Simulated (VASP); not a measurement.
Here is a VASP 6.6.1 calculation.

File INCAR:

```
ALGO = Normal ; EDIFF = 1E-6
ENCUT = 520 ; ISIF = 2
ISMEAR = 0 ; LASPH = True
LCHARG = False ; LREAL = False
LWAVE = False ; NBANDS = 16
NELM = 80 ; PREC = Accurate
SIGMA = 0.01
```

The input KPOINTS:

```
k-points
0
Gamma
  10 10 4
```

POSCAR

```
BN
1.0
    2.4817042413      0.0000000000      0.0000000000
   -1.2408521207      2.1492189177      0.0000000000
    0.0000000000      0.0000000000      5.9710626302
B N
2 2
Direct
    0.3333333333      0.6666666667      0.2500000000
    0.6666666667      0.3333333333      0.7500000000
    0.3333333333      0.6666666667      0.7500000000
    0.6666666667      0.3333333333      0.2500000000
```

Potentials or basis: VASP PAW LDA potentials, release 64 (B, N).

The run is started by

```sh
$ cat potpaw_LDA.64/B/POTCAR potpaw_LDA.64/N/POTCAR > POTCAR
$ mpirun -np 1 vasp_std > vasp.out
```

(1) What does it give for the band gap on the k mesh?

(2) Predict the pressure.

Answers

(1) 3.94 eV (least direct gap 4.22 eV).

(2) 4.5 GPa.

Caveat: the cell stands under pressure.
